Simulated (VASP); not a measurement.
## CdSe (rocksalt type): relaxation of cell and atoms with PBEsol

The system is CdSe (rocksalt type).

```
Cd Se
1.0
     0.00000    2.68928    2.68928
     2.68928    0.00000    2.68928
     2.68928    2.68928    0.00000
Cd Se
1 1
Direct
  0.00000 0.00000 0.00000
  0.50000 0.50000 0.50000
```

```
Program                : VASP 6.6.1
Task                   : relaxation of cell and atoms
Functional             : PBEsol
Potentials or basis    : VASP PAW PBE potentials, release 64 (Cd, Se)
Cutoff                 : 600 eV
k mesh                 : 12 × 12 × 12
Occupations            : fermi-dirac, width 0.05 eV
Spin                   : no spin polarisation
Dipole correction      : no
Further INCAR settings : ALGO = Normal; EDIFF = 1e-06; IBRION = 2; EDIFFG = -0.005; NSW = 60; ISIF = 3
```

The relaxed volume is 22.41 Å³/atom. The relaxed cell is a = 3.987 Å, b = 3.987 Å, c = 3.987 Å, α = 60.00°, β = 60.00°, γ = 60.00° and the space group after relaxing (to 0.05 Å) is Fm-3m (No. 225). The energy gained by relaxing is 113.8 meV/atom, the ionic steps are 3 and the pressure after relaxing is 0.0 GPa. The band gap on the k mesh is zero (band 9 reaches 2.64 eV, above the bottom of band 10 at 2.10 eV).

Step by step:
```tsv
step	energy change (eV)	largest force (eV/Å)	pressure (GPa)	volume (Å³)
1	0.0000	0.0000	14.18	38.90
2	-0.1419	0.0000	-5.44	49.42
3	-0.2277	0.0000	0.00	44.83
```

Final structure:
```yaml
crystal:
  lattice:
    - [0.00000, 2.81953, 2.81953]
    - [2.81953, 0.00000, 2.81953]
    - [2.81953, 2.81953, 0.00000]
  atoms:
    - { symbol: Cd, position: [0.00000, 0.00000, 0.00000] }
    - { symbol: Se, position: [0.50000, 0.50000, 0.50000] }
```

Levels at points of the mesh, in eV from the Fermi level:
| k point | band 5 | band 6 | band 7 | band 8 | band 9 | band 10 | band 11 | band 12 | band 13 |
| --- | --- | --- | --- | --- | --- | --- | --- | --- | --- |
| (0.00, 0.00, 0.00) | -7.99 | -7.99 | -0.73 | -0.73 | -0.73 | 0.18 | 8.60 | 8.60 | 8.60 |
| (0.50, 0.00, 0.00) | -7.82 | -7.82 | -5.28 | -0.06 | -0.06 | 2.84 | 5.15 | 5.15 | 6.28 |
| (0.50, 0.50, 0.00) | -7.76 | -7.20 | -4.52 | -2.31 | -2.31 | -0.57 | 5.26 | 9.99 | 10.60 |

It took 43 s on 1 thread of Intel(R) Xeon(R) 6975P-C (Granite Rapids), on a shared host, peak memory 0.21 GiB.

Caveat: the volume moved by over 15 % at a fixed basis, so the end points are rough; the PAW data sets were made with another functional, which shifts forces and pressure a little.
